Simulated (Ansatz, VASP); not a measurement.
**Two plane-wave programs on PbS**

```
Pb S
1.0
     0.00357   -4.25002    0.00106
     2.12685   -2.12599   -3.00292
     6.42113   -2.13110    3.03358
Pb S
2 2
Direct
  0.12128 0.62102 0.13940
  0.62112 0.12097 0.63940
  0.37882 0.87905 0.36061
  0.87878 0.37896 0.86059
```

Change from the starting cell: cell x2, atoms moved at random (sigma 0.05 Å) and cell strained at random (1.5 %), then relaxed without symmetry.

Alike in both runs: functional PBE; k mesh 4 × 4 × 4; occupations gaussian, width 0.1 eV; no spin polarisation.

Ansatz relaxed the structure, and its values are those at the end. VASP's run is a single point on that final structure, the one shown.

|  | VASP | Ansatz |
| --- | --- | --- |
| version | VASP 6.6.1 | Ansatz 0.2.0 |
| potentials or method | VASP PAW PBE potentials, release 64 (Pb_d, S), cutoff 520 eV | scalar-relativistic, plane waves, PAW |
| valence electrons in the cell | 40 | 40 |

Ansatz gave:

| Item | Value |
| --- | --- |
| gap on the k mesh at the Fermi level (eV) | 0.63 |
| least direct gap on the mesh (eV) | 0.63 |
| pressure (GPa) | 0.0 |
| rms of the force components (eV/Å) | 0.010 |

Task: Estimate VASP's values.

Result: gap on the k mesh at the Fermi level (eV): 0.64; least direct gap on the mesh (eV): 0.64; pressure (GPa): 0.0; rms of the force components (eV/Å): 0.011.

With one functional, cell and mesh, what is left measures potentials, basis and numerics.

The k mesh is coarse, so the values compare programs but aren't converged. Neither program's run includes spin-orbit coupling.
